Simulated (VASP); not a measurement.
# NbInSe4 (P6/mmm) in VASP: single point with PBE

Aim: the single point of NbInSe4 with PBE.

Everything below comes from runs of VASP 6.6.1. Logs are shortened: lines on timing, memory, paths and dates and some standing lists are left out, and cuts for length are marked.

### Step 1. The cell of the first run

It takes space group P6/mmm (No. 191, hexagonal). Conventional cell: a = 4.168 Å, b = 4.168 Å, c = 8.681 Å, α = 90.00°, β = 90.00°, γ = 120.00°. Within 4.4 Å of Nb (site symmetry 6/mmm) lie 12 Se at 3.33 Å and 6 Nb at 4.17 Å and 2 In at 4.34 Å. Within 4.1 Å of In (site symmetry 6/mmm) lie 12 Se at 3.15 Å. Within 3.2 Å of Se (site symmetry 3m) lie 3 Se at 2.41 Å and 3 In at 3.15 Å.

### Step 2. Single point, PBE

File INCAR:

```
SYSTEM = NbInSe4
PREC     = Accurate       ! precision mode
ENCUT    = 520            ! plane-wave cutoff, eV
EDIFF    = 1E-6           ! SCF threshold, eV
ISMEAR   = 0              ! smearing method
SIGMA    = 0.1            ! smearing width, eV
LREAL    = .False.        ! projectors in reciprocal space
LASPH    = .True.         ! aspherical terms in the spheres
NELM     = 80             ! most SCF steps
ALGO     = Normal         ! electronic algorithm
ISIF     = 2              ! what is computed and relaxed
LWAVE    = .False.        ! write WAVECAR
LCHARG   = .False.        ! write CHGCAR
GGA      = PE             ! functional
NBANDS   = 34             ! bands
```

File KPOINTS:

```
regular mesh
0
Gamma
  6 6 2
  0 0 0
```

File POSCAR:

```
NbInSe4
1.0
    4.1681546300      0.0000000000      0.0000000000
   -2.0840773100      3.6097277900      0.0000000000
    0.0000000000      0.0000000000      8.6811949700
Nb In Se
1 1 4
Direct
    0.0000000000      0.0000000000      0.0000000000
    0.0000000000      0.0000000000      0.5000000000
    0.3333333300      0.6666666700      0.7340772700
    0.3333333300      0.6666666700      0.2659227300
    0.6666666700      0.3333333300      0.7340772700
    0.6666666700      0.3333333300      0.2659227300
```

Potentials or basis: VASP PAW PBE potentials, release 64 (Nb_sv, In_d, Se).

Command:

```sh
> cat potpaw_PBE.64/Nb_sv/POTCAR potpaw_PBE.64/In_d/POTCAR potpaw_PBE.64/Se/POTCAR > POTCAR
> mpirun -np 1 vasp_std > vasp.out
```

OUTCAR:

```text
SYSTEM = NbInSe4
   PREC = Accurate
   ENCUT = 520
   EDIFF = 1E-6
   ISMEAR = 0
   LREAL = .False.
   LASPH = .True.
   NELM = 80
   ISIF = 2
   GGA = PE

 ion  position               nearest neighbor table
   1  0.000  0.000  0.000-
   2  0.000  0.000  0.500-   3 3.15   4 3.15   5 3.15   6 3.15   3 3.15   4 3.15   5 3.15   6 3.15
                             5 3.15   6 3.15   3 3.15   4 3.15
   3  0.333  0.667  0.734-   5 2.41   5 2.41   5 2.41   2 3.15   2 3.15   2 3.15
   4  0.333  0.667  0.266-   6 2.41   6 2.41   6 2.41   2 3.15   2 3.15   2 3.15
   5  0.667  0.333  0.734-   3 2.41   3 2.41   3 2.41   2 3.15   2 3.15   2 3.15
   6  0.667  0.333  0.266-   4 2.41   4 2.41   4 2.41   2 3.15   2 3.15   2 3.15

  LATTYP: Found a hexagonal cell.
 ALAT       =     4.1681546300
 C/A-ratio  =     2.0827430219

  Lattice vectors:

 A1 = (   4.1681546300,   0.0000000000,   0.0000000000)
 A2 = (  -2.0840773100,   3.6097277900,   0.0000000000)
 A3 = (   0.0000000000,   0.0000000000,   8.6811949700)

Analysis of symmetry for initial positions (statically):
=====================================================================
 Subroutine PRICEL returns:
 Original cell was already a primitive cell.

 Routine SETGRP: Setting up the symmetry group for a
 hexagonal supercell.

 Subroutine GETGRP returns: Found 24 space group operations
 (whereof 24 operations were pure point group operations)
 out of a pool of 24 trial point group operations.

The static configuration has the point symmetry D_6h.

Analysis of symmetry for dynamics (positions and initial velocities):
=====================================================================
 Subroutine PRICEL returns:
 Original cell was already a primitive cell.

 Routine SETGRP: Setting up the symmetry group for a
 hexagonal supercell.

 Subroutine GETGRP returns: Found 24 space group operations
 (whereof 24 operations were pure point group operations)
 out of a pool of 24 trial point group operations.

The dynamic configuration has the point symmetry D_6h.

 Subroutine INISYM returns: Found 24 space group operations
 (whereof 24 operations are pure point group operations),
 and found     1 'primitive' translations

----------------------------------------------------------------------------------------

                                     Primitive cell

  volume of cell :     130.6164

  direct lattice vectors                    reciprocal lattice vectors
[... 86 lines left out ...]
   EDIFFG = 0.1E-04   stopping-criterion for IOM
   NSW    =      0    number of steps for IOM
   IBRION =     -1    ionic relax: 0-MD 1-quasi-New 2-CG
   NFREE  =      0    steps in history (QN), initial steepest desc. (CG)
   ISIF   =      2    stress and relaxation
   ISYM   =      2    0-nonsym 1-usesym 2-fastsym
   POTIM  = 0.5000    time-step for ionic-motion
   TEBEG  =    0.0;   TEEND  =   0.0 temperature during run
   PSTRESS=    0.0 pullay stress
   NELECT =      50.0000    total number of electrons
   NUPDOWN=      -1.0000    fix difference up-down
   EMIN   =  10.00;   EMAX   =-10.00  energy-range for DOS
   EFERMI =   0.00;   METHOD = LEGACY
   ISMEAR =     0;   SIGMA  =   0.10  broadening in eV -4-tet -1-fermi 0-gaus
   EFERMI_NEDOS =   21; number of points for ismear=-14 and -15
   IALGO  =     38    algorithm
   IMIX   =      4    mixing-type and parameters
     AMIX     =   0.40;   BMIX     =  1.00
     AMIX_MAG =   1.60;   BMIX_MAG =  1.00
  volume/ion in A,a.u.               =      21.77       146.91
  Fermi-wavevector in a.u.,A,eV,Ry     =   1.188682  2.246283 19.224544  1.412964
  Thomas-Fermi vector in A             =   2.324806
   LORBIT       =      0    0 simple, 1 ext, 2 COOP (PROOUT), +10 PAW based schemes
   GGA     = PE    functional components
   LHFCALC =     F    Hartree Fock is set to
   AEXX    =    0.0000 exact exchange contribution
   IVDW    =     0    specifies the selected vdW correction
   LEPSILON=     F    determine dielectric tensor
   LRPA    =     F    only Hartree local field effects (RPA)
 non-spin polarized calculation
 Gauss-broadening in eV      SIGMA  =   0.10
  energy-cutoff  :      520.00
  volume of cell :      130.62
 maximum number of plane-waves:      3540
 NGX is ok and might be reduce to    32
   NGX = 15   NGY = 15   NGZ = 33

 number of electron      50.0000006 magnetization

 Free energy of the ion-electron system (eV)
  ---------------------------------------------------
  ext. energy  EPLUGINS =         0.00000000
  ---------------------------------------------------
  free energy    TOTEN  =       -19.89365846 eV

  energy without entropy =      -19.83326853  energy(sigma->0) =      -19.86346350

 E-fermi :   7.3138     XC(G=0): -10.4683

 val. band max:        7.2986662134   @ k =   0.3333   0.1667   0.5000
 cond. band min:       7.3293851255   @ k =   0.5000   0.0000   0.0000
 fundamental gap:      0.0307189122
 Fermi energy:         7.3137619170

 k-point     1 :       0.0000    0.0000    0.0000
  band No.  band energies     occupation
      1     -48.7039      2.00000
      2     -24.7545      2.00000
      3     -24.7545      2.00000
      4     -24.6548      2.00000
      5     -10.2250      2.00000
      6     -10.0181      2.00000
[... 507 lines left out ...]
     33      10.8545      0.00000
     34      10.8545      0.00000

------------------------ aborting loop because EDIFF is reached ----------------------------------------

  FORCE on cell =-STRESS in cart. coord.  units (eV):
  Direction    XX          YY          ZZ          XY          YZ          ZX
  --------------------------------------------------------------------------------------
  -------------------------------------------------------------------------------------
  Total       19.1025993     19.1025992     -6.2804206      0.0000000      0.0000000      0.0000000
  in kB      234.3177899    234.3177891    -77.0373835      0.0000003      0.0000000      0.0000000
  external PRESSURE =     130.5327318 kB  Pullay stress =       0.0000000 kB

 VOLUME and BASIS-vectors are now :
 -----------------------------------------------------------------------------
  energy-cutoff  :      520.00
  volume of cell :      130.62
      direct lattice vectors                 reciprocal lattice vectors
     4.168154630  0.000000000  0.000000000     0.239914324  0.138514599  0.000000000
    -2.084077310  3.609727790  0.000000000     0.000000000  0.277029199  0.000000000
     0.000000000  0.000000000  8.681194970     0.000000000  0.000000000  0.115191515

 POSITION                                       TOTAL-FORCE (eV/Angst)
 -----------------------------------------------------------------------------------
      0.00000      0.00000      0.00000        -0.000000     -0.000000      0.000000
      0.00000      0.00000      4.34060        -0.000000     -0.000000      0.000000
     -0.00000      2.40649      6.37267         0.000000      0.000000      1.344380
     -0.00000      2.40649      2.30853         0.000000      0.000000     -1.344380
      2.08408      1.20324      6.37267        -0.000000      0.000000      1.344380
      2.08408      1.20324      2.30853        -0.000000     -0.000000     -1.344380
 -----------------------------------------------------------------------------------
    total drift:                               -0.000000      0.000000      0.000000

  FREE ENERGIE OF THE ION-ELECTRON SYSTEM (eV)
  ---------------------------------------------------
  free  energy   TOTEN  =       -19.8936584649 eV

  energy  without entropy=      -19.8332685278  energy(sigma->0) =      -19.86346350
```

stdout:

```text
POSCAR found type information on POSCAR NbInSe
 POSCAR found :  3 types and       6 ions
 scaLAPACK will be used
 LDA part: xc-table for (Slater+PW92), standard interpolation
 POSCAR, INCAR and KPOINTS ok, starting setup
 FFT: planning ... GRIDC
 FFT: planning ... GRID_SOFT
 FFT: planning ... GRID
 WAVECAR not read
 entering main loop
```

It took 41 s on 1 thread of Intel Xeon 6975P-C (Granite Rapids), shared host; peak memory 0.28 GiB.

Results:

- Free energy: -19.8937 eV
- Pressure: 13.1 GPa
- Largest force: 1.344 eV/Å
- Band gap on the k mesh: zero (band 25 reaches 7.71 eV, above the bottom of band 26 at 6.56 eV)

Forces on the atoms (eV/Å):
```
Nb   0.000  0.000  0.000
In   0.000  0.000  0.000
Se   0.000  0.000  1.344
Se   0.000  0.000 -1.344
Se   0.000  0.000  1.344
Se   0.000  0.000 -1.344
```

Stress tensor (GPa, compression positive):
```
23.43  0.00  0.00
 0.00 23.43  0.00
 0.00  0.00 -7.70
```

Caveat: the k points lie up to 0.36 Å⁻¹ apart; spin-orbit coupling is left out, which moves the levels of the heavy elements; forces of over 1 eV/Å act on the atoms, so gaps and moduli don't describe the material at rest.
